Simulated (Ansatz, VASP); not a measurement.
**One calculation of GaP, two programs**

```
CELL_PARAMETERS angstrom
0.00000 2.67089 2.77176
2.67089 0.00000 2.77176
2.67089 2.67089 0.00000
ATOMIC_POSITIONS crystal
Ga 0.00000 0.00000 0.00000
P 0.25000 0.25000 0.25000
```

Change from the starting cell: epitaxial_xy strain -2.0%.

Alike in both runs: task single point; functional PBE; k mesh 8 × 8 × 8; occupations fermi-dirac, width 0.02 eV; no spin polarisation.

|  | VASP | Ansatz |
| --- | --- | --- |
| version | VASP 6.6.1 | Ansatz 0.2.0 |
| potentials or method | VASP PAW PBE potentials, release 64 (Ga_d, P) | plane waves, PAW |
| plane-wave cutoff (eV) | 520 | 420 |
| valence electrons in the cell | 18 | 18 |

```tsv
	VASP	Ansatz	Ansatz less VASP
gap on the k mesh at the Fermi level (eV)	1.42	1.42	+0.001
pressure (GPa)	4.6	4.6	+0.04
traceless stress, the component that is largest in VASP (GPa)	-1.95	-1.95	+0.004
```
